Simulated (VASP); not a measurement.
# Nb (P6_3/mmc) in VASP: relaxation of cell and atoms with LDA

Aim: the relaxation of cell and atoms of Nb with LDA.

All numbers are computed with VASP 6.6.1; they aren't measurements. Logs are shortened: lines on timing, memory, paths and dates and some standing lists are left out, and cuts for length are marked.

### 1 The cell of the first run

It takes space group P6_3/mmc (No. 194, hexagonal). Conventional cell: a = 2.940 Å, b = 2.940 Å, c = 9.603 Å, α = 90.00°, β = 90.00°, γ = 120.00°. Nb (site symmetry -3m) has 12 Nb at 2.94 Å within 3.9 Å. Nb (site symmetry -6m2) has 12 Nb at 2.94 Å within 3.9 Å.

This isn't the form of Nb at room conditions, which is bcc.

### 2 Relaxation of cell and atoms, LDA

INCAR

```
SYSTEM = Nb
PREC = Accurate
ENCUT = 600
EDIFF = 1E-6
ISMEAR = -1
SIGMA = 0.1
LREAL = .False.
LASPH = .True.
NELM = 60
ALGO = Normal
ISIF = 3
LWAVE = .False.
LCHARG = .False.
GGA = CA
IBRION = 2
NSW = 80
EDIFFG = -0.01
```

KPOINTS

```
Automatic mesh
0
Gamma
  12 12 4
  0 0 0
```

POSCAR

```
Nb
1.0
    2.9403180252      0.0000000000      0.0000000000
   -1.4701590126      2.5463901050      0.0000000000
    0.0000000000      0.0000000000      9.6030786702
Nb
4
Direct
    0.0000000000      0.0000000000      0.0000000000
    0.0000000000      0.0000000000      0.5000000000
    0.3333333333      0.6666666667      0.2500000000
    0.6666666667      0.3333333333      0.7500000000
```

Potentials or basis: VASP PAW LDA potentials, release 64 (Nb_sv).

Started as:

```console
> cat potpaw_LDA.64/Nb_sv/POTCAR > POTCAR
> mpirun -np 1 vasp_std > vasp.out
```

OUTCAR:

```text
SYSTEM = Nb
   PREC = Accurate
   ENCUT = 600
   EDIFF = 1E-6
   ISMEAR = -1
   LREAL = .False.
   LASPH = .True.
   NELM = 60
   ISIF = 3
   GGA = CA
   IBRION = 2
   NSW = 80
   EDIFFG = -0.01

 ion  position               nearest neighbor table
   1  0.000  0.000  0.000-   3 2.94   4 2.94   3 2.94   4 2.94   4 2.94   3 2.94
   2  0.000  0.000  0.500-   3 2.94   4 2.94   3 2.94   4 2.94   4 2.94   3 2.94
   3  0.333  0.667  0.250-   1 2.94   2 2.94   1 2.94   2 2.94   1 2.94   2 2.94
   4  0.667  0.333  0.750-   1 2.94   2 2.94   1 2.94   2 2.94   1 2.94   2 2.94

  LATTYP: Found a hexagonal cell.
 ALAT       =     2.9403180252
 C/A-ratio  =     3.2660000000

  Lattice vectors:

 A1 = (   2.9403180252,   0.0000000000,   0.0000000000)
 A2 = (  -1.4701590126,   2.5463901050,   0.0000000000)
 A3 = (   0.0000000000,   0.0000000000,   9.6030786702)

Analysis of symmetry for initial positions (statically):
=====================================================================
 Subroutine PRICEL returns:
 Original cell was already a primitive cell.

 Routine SETGRP: Setting up the symmetry group for a
 hexagonal supercell.

 Subroutine GETGRP returns: Found 24 space group operations
 (whereof 12 operations were pure point group operations)
 out of a pool of 24 trial point group operations.

The static configuration has the point symmetry D_3d.
 The point group associated with its full space group is D_6h.

Analysis of symmetry for dynamics (positions and initial velocities):
=====================================================================
 Subroutine PRICEL returns:
 Original cell was already a primitive cell.

 Routine SETGRP: Setting up the symmetry group for a
 hexagonal supercell.

 Subroutine GETGRP returns: Found 24 space group operations
 (whereof 12 operations were pure point group operations)
 out of a pool of 24 trial point group operations.

The dynamic configuration has the point symmetry D_3d.
 The point group associated with its full space group is D_6h.

 Subroutine INISYM returns: Found 24 space group operations
 (whereof 12 operations are pure point group operations),
 and found     1 'primitive' translations

----------------------------------------------------------------------------------------

                                     Primitive cell

  volume of cell :      71.9001

  direct lattice vectors                    reciprocal lattice vectors
     2.940318025  0.000000000  0.000000000     0.340099265  0.196356402  0.000000000
    -1.470159013  2.546390105  0.000000000     0.000000000  0.392712805  0.000000000
     0.000000000  0.000000000  9.603078670     0.000000000  0.000000000  0.104133272

  length of vectors
     2.940318025  2.940318025  9.603078670     0.392712805  0.392712805  0.104133272

  position of ions in fractional coordinates (direct lattice)
     0.000000000  0.000000000  0.000000000
     0.000000000  0.000000000  0.500000000
     0.333333333  0.666666667  0.250000000
     0.666666667  0.333333333  0.750000000

  ion indices of the primitive-cell ions
   primitive index   ion index
                 1           1
                 2           2
                 3           3
                 4           4

----------------------------------------------------------------------------------------

 KPOINTS: Automatic mesh

Automatic generation of k-mesh.
 Grid dimensions read from file:
 generate k-points for:   12   12    4

 Generating k-lattice:

  Cartesian coordinates                     Fractional coordinates (reciprocal lattice)
     0.028341605  0.016363034  0.000000000     0.083333333 -0.000000000  0.000000000
     0.000000000  0.032726067  0.000000000     0.000000000  0.083333333  0.000000000
     0.000000000  0.000000000  0.026033318     0.000000000  0.000000000  0.250000000

  Length of vectors
     0.032726067  0.032726067  0.026033318

  Shift w.r.t. Gamma in fractional coordinates (k-lattice)
     0.000000000  0.000000000  0.000000000

 Subroutine IBZKPT returns following result:
 ===========================================

 Found     57 irreducible k-points:

 Following reciprocal coordinates:
            Coordinates               Weight
  0.000000  0.000000  0.000000      1.000000
  0.083333  0.000000  0.000000      6.000000
  0.166667  0.000000  0.000000      6.000000
  0.250000  0.000000  0.000000      6.000000
  0.333333  0.000000  0.000000      6.000000
  0.416667  0.000000  0.000000      6.000000
[... 16 lines left out ...]
  0.250000  0.000000  0.250000     12.000000
  0.333333  0.000000  0.250000     12.000000
 [... further k-points ...]
   k-points           NKPTS =     57   k-points in BZ     NKDIM =     57   number of bands    NBANDS=     31
   number of dos      NEDOS =    301   number of ions     NIONS =      4
   total plane-waves  NPLWV =  46080
   dimension x,y,z NGX =    24 NGY =   24 NGZ =   80
   dimension x,y,z NGXF=    48 NGYF=   48 NGZF=  160
   ions per type =               4
   NGX,Y,Z   is equivalent  to a cutoff of  13.57, 13.57, 13.85 a.u.
   NGXF,Y,Z  is equivalent  to a cutoff of  27.14, 27.14, 27.70 a.u.
 SYSTEM =  Nb
   PREC   = accura    normal or accurate (medium, high low for compatibility)
   ISTART =      0    job   : 0-new  1-cont  2-samecut
   ICHARG =      2    charge: 1-file 2-atom 10-const
   ISPIN  =      1    spin polarized calculation?
   LNONCOLLINEAR =      F non collinear calculations
   LSORBIT =      F    spin-orbit coupling
   LASPH  =      T    aspherical Exc in radial PAW
   ENCUT  =  600.0 eV  44.10 Ry    6.64 a.u.   5.87  5.87 19.18*2*pi/ulx,y,z
   NELM   =     60;   NELMIN=  2; NELMDL= -5     # of ELM steps
   EDIFF  = 0.1E-05   stopping-criterion for ELM
   LREAL  =      F    real-space projection
   EDIFFG = -.1E-01   stopping-criterion for IOM
   NSW    =     80    number of steps for IOM
   IBRION =      2    ionic relax: 0-MD 1-quasi-New 2-CG
   NFREE  =      1    steps in history (QN), initial steepest desc. (CG)
   ISIF   =      3    stress and relaxation
   ISYM   =      2    0-nonsym 1-usesym 2-fastsym
   POTIM  = 0.5000    time-step for ionic-motion
   TEBEG  =    0.0;   TEEND  =   0.0 temperature during run
   PSTRESS=    0.0 pullay stress
   NELECT =      52.0000    total number of electrons
   NUPDOWN=      -1.0000    fix difference up-down
   EMIN   =  10.00;   EMAX   =-10.00  energy-range for DOS
   EFERMI =   0.00;   METHOD = LEGACY
   ISMEAR =    -1;   SIGMA  =   0.10  broadening in eV -4-tet -1-fermi 0-gaus
   EFERMI_NEDOS =   21; number of points for ismear=-14 and -15
   IALGO  =     38    algorithm
   IMIX   =      4    mixing-type and parameters
     AMIX     =   0.40;   BMIX     =  1.00
     AMIX_MAG =   1.60;   BMIX_MAG =  1.00
  volume/ion in A,a.u.               =      17.98       121.30
  Fermi-wavevector in a.u.,A,eV,Ry     =   1.469488  2.776930 29.380351  2.159395
  Thomas-Fermi vector in A             =   2.584859
   LORBIT       =      0    0 simple, 1 ext, 2 COOP (PROOUT), +10 PAW based schemes
   GGA     = CA    functional components
   LHFCALC =     F    Hartree Fock is set to
   AEXX    =    0.0000 exact exchange contribution
   IVDW    =     0    specifies the selected vdW correction
   LEPSILON=     F    determine dielectric tensor
   LRPA    =     F    only Hartree local field effects (RPA)
 conjugate gradient relaxation of ions
 non-spin polarized calculation
  energy-cutoff  :      600.00
  volume of cell :       71.90
 maximum number of plane-waves:      2418
 NGX is ok and might be reduce to    24
   NGX = 11   NGY = 11   NGZ = 39

--------------------------------------- Ionic step        1  -------------------------------------------

 number of electron      52.0000001 magnetization

 Free energy of the ion-electron system (eV)
  ---------------------------------------------------
  ext. energy  EPLUGINS =         0.00000000
  ---------------------------------------------------
  free energy    TOTEN  =       -43.64907643 eV

  energy without entropy =      -43.47650887  energy(sigma->0) =      -43.56279265

------------------------ aborting loop because EDIFF is reached ----------------------------------------

  FORCE on cell =-STRESS in cart. coord.  units (eV):
  Direction    XX          YY          ZZ          XY          YZ          ZX
  --------------------------------------------------------------------------------------
  -------------------------------------------------------------------------------------
  Total       -1.8971737     -1.8971737      0.0023857      0.0000000     -0.0000000      0.0000000
  in kB      -42.2754217    -42.2754217      0.0531604      0.0000000     -0.0000000      0.0000000
  external PRESSURE =     -28.1658944 kB  Pullay stress =       0.0000000 kB
[... 95 lines left out ...]
  FREE ENERGIE OF THE ION-ELECTRON SYSTEM (eV)
  ---------------------------------------------------
  free  energy   TOTEN  =       -43.6740882315 eV

  energy  without entropy=      -43.5005472029  energy(sigma->0) =      -43.58731772

[... ionic steps 4 to 8 ...]

--------------------------------------- Ionic step        9  -------------------------------------------

 number of electron      52.0000003 magnetization

------------------------ aborting loop because EDIFF is reached ----------------------------------------

  FORCE on cell =-STRESS in cart. coord.  units (eV):
  Direction    XX          YY          ZZ          XY          YZ          ZX
  --------------------------------------------------------------------------------------
  -------------------------------------------------------------------------------------
  Total        1.2403905      1.2403905      0.0969523      0.0000000     -0.0000000     -0.0000000
  in kB       28.4563740     28.4563740      2.2242275      0.0000000     -0.0000000     -0.0000000
  external PRESSURE =      19.7123252 kB  Pullay stress =       0.0000000 kB
[... 61 lines left out ...]
  energy  without entropy=      -43.7081211167  energy(sigma->0) =      -43.78478539

--------------------------------------- Ionic step       11  -------------------------------------------

 number of electron      52.0000001 magnetization

 Free energy of the ion-electron system (eV)
  ---------------------------------------------------
  ext. energy  EPLUGINS =         0.00000000
  ---------------------------------------------------
  free energy    TOTEN  =       -43.86303942 eV

  energy without entropy =      -43.70746986  energy(sigma->0) =      -43.78525464

 E-fermi :  11.6438     XC(G=0): -12.8072

 val. band max:       11.6364913008   @ k =   0.0833   0.0833   0.0000
 cond. band min:      11.6549562367   @ k =   0.4167   0.0000   0.2500
 fundamental gap:      0.0184649359
 Fermi energy:        11.6437751290

 k-point     1 :       0.0000    0.0000    0.0000
  band No.  band energies     occupation
      1     -42.7442      2.00000
      2     -42.6783      2.00000
      3     -42.6564      2.00000
      4     -42.5891      2.00000
      5     -19.4710      2.00000
      6     -18.9486      2.00000
[... 805 lines left out ...]
     30      13.5674      0.00000
     31      14.6794      0.00000

 [... further k-points ...]

------------------------ aborting loop because EDIFF is reached ----------------------------------------

  FORCE on cell =-STRESS in cart. coord.  units (eV):
  Direction    XX          YY          ZZ          XY          YZ          ZX
  --------------------------------------------------------------------------------------
  -------------------------------------------------------------------------------------
  Total        0.0042196      0.0042196      0.0265115     -0.0000000      0.0000000      0.0000000
  in kB        0.0958655      0.0958655      0.6023233     -0.0000000      0.0000000      0.0000000
  external PRESSURE =       0.2646848 kB  Pullay stress =       0.0000000 kB
[... 19 lines left out ...]
  FREE ENERGIE OF THE ION-ELECTRON SYSTEM (eV)
  ---------------------------------------------------
  free  energy   TOTEN  =       -43.8630394228 eV

  energy  without entropy=      -43.7074698602  energy(sigma->0) =      -43.78525464

 reached required accuracy - stopping structural energy minimisation
```

It took 30 min on 1 thread of Oxide Virtual Turin-like, shared host; peak memory 0.22 GiB.

What came out:

```yaml
Free_energy: -43.8630 eV
Relaxed_volume: 17.63 Å³/atom
Relaxed_cell: a = 2.804 Å, b = 2.804 Å, c = 10.358 Å, α = 90.00°, β = 90.00°, γ = 120.00°
Space_group_after_relaxing_to_0.1_Å: P6_3/mmc (No. 194)
Energy_gained_by_relaxing: 53.5 meV/atom
Ionic_steps: 11
Pressure_after_relaxing: 0.0 GPa
Band_gap_on_the_k_mesh: zero (bands 26 and 27 overlap by 1.60 eV)
```

The path:
```tsv
step	energy change (eV)	largest force (eV/Å)	pressure (GPa)	volume (Å³)
1	0.0000	0.0000	-2.82	71.90
2	-0.0103	0.0000	5.67	68.65
3	-0.0250	0.0000	1.83	70.04
4	-0.0774	0.0000	2.58	69.68
5	-0.1712	0.0000	6.11	68.35
6	-0.1766	0.0000	4.48	68.84
7	-0.1817	0.0000	5.16	68.62
8	-0.2056	0.0000	2.04	69.81
9	-0.2056	0.0000	1.97	69.84
10	-0.2124	0.0000	0.87	70.22
11	-0.2140	0.0000	0.03	70.52
```

Final structure:
```
Nb
1.0
     2.80384    0.00000    0.00000
    -1.40192    2.42820    0.00000
     0.00000    0.00000   10.35802
Nb
4
Direct
  0.00000 0.00000 0.00000
  0.00000 0.00000 0.50000
  0.33333 0.66667 0.25000
  0.66667 0.33333 0.75000
```
